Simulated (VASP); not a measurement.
# Hf (P6_3/mmc) in VASP: a series of runs

Hf is run at these levels: LDA; tasks: single point, relaxation of volume and atoms at fixed shape.

Everything below comes from runs of VASP 6.6.1. Logs are shortened: lines on timing, memory, paths and dates and some standing lists are left out, and cuts for length are marked.

## (1) The cell of the first run

Symmetry: P6_3/mmc, No. 194, hexagonal system. The conventional cell has a = 3.124 Å, b = 3.124 Å, c = 4.942 Å, α = 90.00°, β = 90.00°, γ = 120.00°. Hf (site symmetry -6m2) has 12 Hf at 3.06 to 3.12 Å within 4.0 Å.

## (2) Single point, LDA

INCAR

```
ALGO = Normal ; EDIFF = 1E-6
ENCUT = 520 ; GGA = CA
ISIF = 2 ; ISMEAR = 0
LASPH = True ; LCHARG = False
LREAL = False ; LWAVE = False
NBANDS = 17 ; NELM = 60
PREC = Accurate ; SIGMA = 0.05
```

KPOINTS

```
k-points
0
Gamma
  8 8 5
```

POSCAR

```
Hf
1.0
    3.1236184279      0.0000000000      0.0000000000
   -1.5618092140      2.7051329103      0.0000000000
    0.0000000000      0.0000000000      4.9421707651
Hf
2
Direct
    0.3333333333      0.6666666667      0.2500000000
    0.6666666667      0.3333333333      0.7500000000
```

Potentials or basis: VASP PAW LDA potentials, release 64 (Hf_pv).

Run with:

```
cat potpaw_LDA.64/Hf_pv/POTCAR > POTCAR
mpirun -np 1 vasp_std > vasp.out
```

OUTCAR:

```text
EDIFF = 1E-6
   ENCUT = 520
   GGA = CA
   ISIF = 2
   ISMEAR = 0
   LASPH = True
   LREAL = False
   NELM = 60
   PREC = Accurate

 ion  position               nearest neighbor table
   1  0.333  0.667  0.250-   2 3.06   2 3.06   2 3.06   2 3.06   2 3.06   2 3.06
   2  0.667  0.333  0.750-   1 3.06   1 3.06   1 3.06   1 3.06   1 3.06   1 3.06

  LATTYP: Found a hexagonal cell.
 ALAT       =     3.1236184279
 C/A-ratio  =     1.5821941377

  Lattice vectors:

 A1 = (   3.1236184279,   0.0000000000,   0.0000000000)
 A2 = (  -1.5618092140,   2.7051329103,   0.0000000000)
 A3 = (   0.0000000000,   0.0000000000,   4.9421707651)

Analysis of symmetry for initial positions (statically):
=====================================================================
 Subroutine PRICEL returns:
 Original cell was already a primitive cell.

 Routine SETGRP: Setting up the symmetry group for a
 hexagonal supercell.

 Subroutine GETGRP returns: Found 24 space group operations
 (whereof 12 operations were pure point group operations)
 out of a pool of 24 trial point group operations.

The static configuration has the point symmetry D_3d.
 The point group associated with its full space group is D_6h.

Analysis of symmetry for dynamics (positions and initial velocities):
=====================================================================
 Subroutine PRICEL returns:
 Original cell was already a primitive cell.

 Routine SETGRP: Setting up the symmetry group for a
 hexagonal supercell.

 Subroutine GETGRP returns: Found 24 space group operations
 (whereof 12 operations were pure point group operations)
 out of a pool of 24 trial point group operations.

The dynamic configuration has the point symmetry D_3d.
 The point group associated with its full space group is D_6h.

 Subroutine INISYM returns: Found 24 space group operations
 (whereof 12 operations are pure point group operations),
 and found     1 'primitive' translations

----------------------------------------------------------------------------------------

                                     Primitive cell

  volume of cell :      41.7604

  direct lattice vectors                    reciprocal lattice vectors
     3.123618428  0.000000000  0.000000000     0.320141536  0.184833802  0.000000000
    -1.561809214  2.705132910  0.000000000     0.000000000  0.369667603  0.000000000
     0.000000000  0.000000000  4.942170765     0.000000000  0.000000000  0.202340236

  length of vectors
     3.123618428  3.123618428  4.942170765     0.369667603  0.369667603  0.202340236

  position of ions in fractional coordinates (direct lattice)
     0.333333333  0.666666667  0.250000000
     0.666666667  0.333333333  0.750000000

  ion indices of the primitive-cell ions
   primitive index   ion index
                 1           1
                 2           2

----------------------------------------------------------------------------------------

 KPOINTS: k-points

Automatic generation of k-mesh.
 Grid dimensions read from file:
 generate k-points for:    8    8    5

 Generating k-lattice:

  Cartesian coordinates                     Fractional coordinates (reciprocal lattice)
     0.040017692  0.023104225  0.000000000     0.125000000  0.000000000  0.000000000
     0.000000000  0.046208450  0.000000000     0.000000000  0.125000000  0.000000000
     0.000000000  0.000000000  0.040468047     0.000000000  0.000000000  0.200000000

  Length of vectors
     0.046208450  0.046208450  0.040468047

  Shift w.r.t. Gamma in fractional coordinates (k-lattice)
     0.000000000  0.000000000  0.000000000

 Subroutine IBZKPT returns following result:
 ===========================================

 Found     30 irreducible k-points:

 Following reciprocal coordinates:
            Coordinates               Weight
  0.000000  0.000000  0.000000      1.000000
  0.125000  0.000000  0.000000      6.000000
  0.250000  0.000000  0.000000      6.000000
  0.375000 -0.000000  0.000000      6.000000
  0.500000  0.000000  0.000000      3.000000
  0.125000  0.125000  0.000000      6.000000
[... 16 lines left out ...]
  0.250000  0.000000  0.400000     12.000000
  0.375000 -0.000000  0.400000     12.000000
 [... further k-points ...]
   k-points           NKPTS =     30   k-points in BZ     NKDIM =     30   number of bands    NBANDS=     17
   number of dos      NEDOS =    301   number of ions     NIONS =      2
   total plane-waves  NPLWV =  23040
   dimension x,y,z NGX =    24 NGY =   24 NGZ =   40
   dimension x,y,z NGXF=    48 NGYF=   48 NGZF=   80
   ions per type =               2
   NGX,Y,Z   is equivalent  to a cutoff of  12.77, 12.77, 13.46 a.u.
   NGXF,Y,Z  is equivalent  to a cutoff of  25.55, 25.55, 26.91 a.u.
 SYSTEM =  unknown system
   PREC   = accura    normal or accurate (medium, high low for compatibility)
   ISTART =      0    job   : 0-new  1-cont  2-samecut
   ICHARG =      2    charge: 1-file 2-atom 10-const
   ISPIN  =      1    spin polarized calculation?
   LNONCOLLINEAR =      F non collinear calculations
   LSORBIT =      F    spin-orbit coupling
   LASPH  =      T    aspherical Exc in radial PAW
   ENCUT  =  520.0 eV  38.22 Ry    6.18 a.u.   5.81  5.81  9.19*2*pi/ulx,y,z
   NELM   =     60;   NELMIN=  2; NELMDL= -5     # of ELM steps
   EDIFF  = 0.1E-05   stopping-criterion for ELM
   LREAL  =      F    real-space projection
   EDIFFG = 0.1E-04   stopping-criterion for IOM
   NSW    =      0    number of steps for IOM
   IBRION =     -1    ionic relax: 0-MD 1-quasi-New 2-CG
   NFREE  =      0    steps in history (QN), initial steepest desc. (CG)
   ISIF   =      2    stress and relaxation
   ISYM   =      2    0-nonsym 1-usesym 2-fastsym
   POTIM  = 0.5000    time-step for ionic-motion
   TEBEG  =    0.0;   TEEND  =   0.0 temperature during run
   PSTRESS=    0.0 pullay stress
   NELECT =      20.0000    total number of electrons
   NUPDOWN=      -1.0000    fix difference up-down
   EMIN   =  10.00;   EMAX   =-10.00  energy-range for DOS
   EFERMI =   0.00;   METHOD = LEGACY
   ISMEAR =     0;   SIGMA  =   0.05  broadening in eV -4-tet -1-fermi 0-gaus
   EFERMI_NEDOS =   21; number of points for ismear=-14 and -15
   IALGO  =     38    algorithm
   IMIX   =      4    mixing-type and parameters
     AMIX     =   0.40;   BMIX     =  1.00
     AMIX_MAG =   1.60;   BMIX_MAG =  1.00
  volume/ion in A,a.u.               =      20.88       140.91
  Fermi-wavevector in a.u.,A,eV,Ry     =   1.280845  2.420447 22.321242  1.640565
  Thomas-Fermi vector in A             =   2.413250
   LORBIT       =      0    0 simple, 1 ext, 2 COOP (PROOUT), +10 PAW based schemes
   GGA     = CA    functional components
   LHFCALC =     F    Hartree Fock is set to
   AEXX    =    0.0000 exact exchange contribution
   IVDW    =     0    specifies the selected vdW correction
   LEPSILON=     F    determine dielectric tensor
   LRPA    =     F    only Hartree local field effects (RPA)
 non-spin polarized calculation
 Gauss-broadening in eV      SIGMA  =   0.05
  energy-cutoff  :      520.00
  volume of cell :       41.76
 maximum number of plane-waves:      1138
 NGX is ok and might be reduce to    24
   NGX = 11   NGY = 11   NGZ = 19

 number of electron      19.9999997 magnetization

 Free energy of the ion-electron system (eV)
  ---------------------------------------------------
  ext. energy  EPLUGINS =         0.00000000
  ---------------------------------------------------
  free energy    TOTEN  =       -21.38901845 eV

  energy without entropy =      -21.38581331  energy(sigma->0) =      -21.38741588

 E-fermi :   5.3748     XC(G=0): -11.7889

 val. band max:        5.3335455119   @ k =   0.3750   0.2500   0.4000
 cond. band min:       5.3814113324   @ k =   0.1250   0.0000   0.4000
 fundamental gap:      0.0478658205
 Fermi energy:         5.3747582591

 k-point     1 :       0.0000    0.0000    0.0000
  band No.  band energies     occupation
      1     -25.6292      2.00000
      2     -24.6777      2.00000
      3     -24.6777      2.00000
      4     -24.5173      2.00000
      5     -24.5158      2.00000
      6     -24.5158      2.00000
[... 9 lines left out ...]
     16       7.9702      0.00000
     17      10.9062      0.00000

 k-point     2 :       0.1250    0.0000    0.0000
  band No.  band energies     occupation
      1     -25.5783      2.00000
      2     -24.7867      2.00000
      3     -24.7137      2.00000
      4     -24.6299      2.00000
      5     -24.5411      2.00000
      6     -24.5303      2.00000
[... 9 lines left out ...]
     16       7.7582      0.00000
     17      11.2638      0.00000

 k-point     3 :       0.2500    0.0000    0.0000
  band No.  band energies     occupation
      1     -25.4408      2.00000
      2     -25.0491      2.00000
      3     -24.8892      2.00000
      4     -24.7954      2.00000
      5     -24.6126      2.00000
      6     -24.5692      2.00000
[... 9 lines left out ...]
     16       9.0426      0.00000
     17      11.7975      0.00000

 k-point     4 :       0.3750   -0.0000    0.0000
  band No.  band energies     occupation
      1     -25.3088      2.00000
      2     -25.2640      2.00000
      3     -25.1296      2.00000
      4     -24.8724      2.00000
      5     -24.7229      2.00000
      6     -24.6113      2.00000
[... 9 lines left out ...]
     16      10.8026      0.00000
     17      12.0974      0.00000

 k-point     5 :       0.5000    0.0000    0.0000
  band No.  band energies     occupation
      1     -25.4149      2.00000
      2     -25.2249      2.00000
      3     -25.1591      2.00000
      4     -24.9033      2.00000
      5     -24.8000      2.00000
      6     -24.6293      2.00000
[... 9 lines left out ...]
     16      12.1801      0.00000
     17      12.8112      0.00000

 k-point     6 :       0.1250    0.1250    0.0000
  band No.  band energies     occupation
      1     -25.4838      2.00000
      2     -24.9356      2.00000
      3     -24.8804      2.00000
      4     -24.7207      2.00000
      5     -24.5890      2.00000
      6     -24.5816      2.00000
[... 9 lines left out ...]
     16       8.8400      0.00000
     17      11.5119      0.00000

 k-point     7 :       0.2500    0.1250    0.0000
  band No.  band energies     occupation
      1     -25.3233      2.00000
      2     -25.1774      2.00000
      3     -25.0725      2.00000
      4     -24.8472      2.00000
      5     -24.6830      2.00000
      6     -24.6513      2.00000
[... 9 lines left out ...]
     16      10.6440      0.00000
     17      11.7410      0.00000

 k-point     8 :       0.3750    0.1250    0.0000
  band No.  band energies     occupation
      1     -25.3585      2.00000
      2     -25.1806      2.00000
      3     -25.1614      2.00000
      4     -24.9475      2.00000
      5     -24.7976      2.00000
      6     -24.6959      2.00000
[... 9 lines left out ...]
     16      11.8469      0.00000
     17      12.5201      0.00000
[... 203 lines left out ...]
      1     -25.3302      2.00000
      2     -25.2840      2.00000
      3     -25.0236      2.00000
      4     -24.9792      2.00000
      5     -24.8104      2.00000
      6     -24.7179      2.00000
[... 9 lines left out ...]
     16      11.5529      0.00000
     17      12.7250      0.00000

 k-point    20 :       0.3750    0.2500    0.2000
  band No.  band energies     occupation
      1     -25.3420      2.00000
      2     -25.2381      2.00000
      3     -25.1610      2.00000
      4     -24.9177      2.00000
      5     -24.8738      2.00000
      6     -24.7742      2.00000
[... 9 lines left out ...]
     16      11.4565      0.00000
     17      12.0780      0.00000

 k-point    21 :       0.0000    0.0000    0.4000
  band No.  band energies     occupation
      1     -25.2666      2.00000
      2     -24.9240      2.00000
      3     -24.6222      2.00000
      4     -24.6222      2.00000
      5     -24.5722      2.00000
      6     -24.5722      2.00000
[... 9 lines left out ...]
     16       9.7597      0.00000
     17      10.7844      0.00000

 k-point    22 :       0.1250    0.0000    0.4000
  band No.  band energies     occupation
      1     -25.2653      2.00000
      2     -24.9724      2.00000
      3     -24.7033      2.00000
      4     -24.6509      2.00000
      5     -24.6293      2.00000
      6     -24.5943      2.00000
[... 9 lines left out ...]
     16       9.7258      0.00000
     17      10.7635      0.00000

 k-point    23 :       0.2500    0.0000    0.4000
  band No.  band energies     occupation
      1     -25.3107      2.00000
      2     -25.1513      2.00000
      3     -24.8386      2.00000
      4     -24.7183      2.00000
      5     -24.7017      2.00000
      6     -24.6484      2.00000
[... 9 lines left out ...]
     16       9.8805      0.00000
     17      10.7785      0.00000

 k-point    24 :       0.3750   -0.0000    0.4000
  band No.  band energies     occupation
      1     -25.4470      2.00000
      2     -25.3655      2.00000
      3     -24.8669      2.00000
      4     -24.7837      2.00000
      5     -24.7343      2.00000
      6     -24.7030      2.00000
[... 9 lines left out ...]
     16      10.8529      0.00000
     17      11.3442      0.00000

 [... further k-points ...]
[... 5 lines left out ...]
  --------------------------------------------------------------------------------------
  -------------------------------------------------------------------------------------
  Total       -0.0312199     -0.0312199      0.1472141      0.0000000      0.0000000     -0.0000000
  in kB       -1.1977820     -1.1977820      5.6480127      0.0000000      0.0000000     -0.0000000
  external PRESSURE =       1.0841495 kB  Pullay stress =       0.0000000 kB

 VOLUME and BASIS-vectors are now :
 -----------------------------------------------------------------------------
  energy-cutoff  :      520.00
  volume of cell :       41.76
      direct lattice vectors                 reciprocal lattice vectors
     3.123618428  0.000000000  0.000000000     0.320141536  0.184833802  0.000000000
    -1.561809214  2.705132910  0.000000000     0.000000000  0.369667603  0.000000000
     0.000000000  0.000000000  4.942170765     0.000000000  0.000000000  0.202340236

 POSITION                                       TOTAL-FORCE (eV/Angst)
 -----------------------------------------------------------------------------------
     -0.00000      1.80342      1.23554         0.000000      0.000000      0.000000
      1.56181      0.90171      3.70663        -0.000000     -0.000000      0.000000
 -----------------------------------------------------------------------------------
    total drift:                               -0.000000      0.000000     -0.000000

  FREE ENERGIE OF THE ION-ELECTRON SYSTEM (eV)
  ---------------------------------------------------
  free  energy   TOTEN  =       -21.3890184477 eV

  energy  without entropy=      -21.3858133132  energy(sigma->0) =      -21.38741588
```

Run time: 6.2 s. Hardware: 1 thread of Intel Xeon 6975P-C (Granite Rapids), shared host; peak memory 0.14 GiB.

What came out:

- Free energy: -21.3890 eV
- Pressure: 0.1 GPa
- Band gap on the k mesh: zero (band 10 reaches 6.41 eV, above the bottom of band 11 at 4.97 eV)

Levels at points of the mesh, in eV from the Fermi level:
| k point | band 7 | band 8 | band 9 | band 10 | band 11 | band 12 | band 13 | band 14 |
| --- | --- | --- | --- | --- | --- | --- | --- | --- |
| (0.00, 0.00, 0.00) | -7.63 | -4.01 | 0.98 | 1.03 | 1.03 | 1.34 | 1.93 | 1.93 |
| (0.50, 0.00, 0.00) | -3.53 | -3.11 | -2.55 | -0.66 | 0.60 | 0.87 | 1.70 | 6.18 |

Caveat: spin-orbit coupling is left out, which moves the levels of the heavy elements.

(Continued in part 2 of 2.)
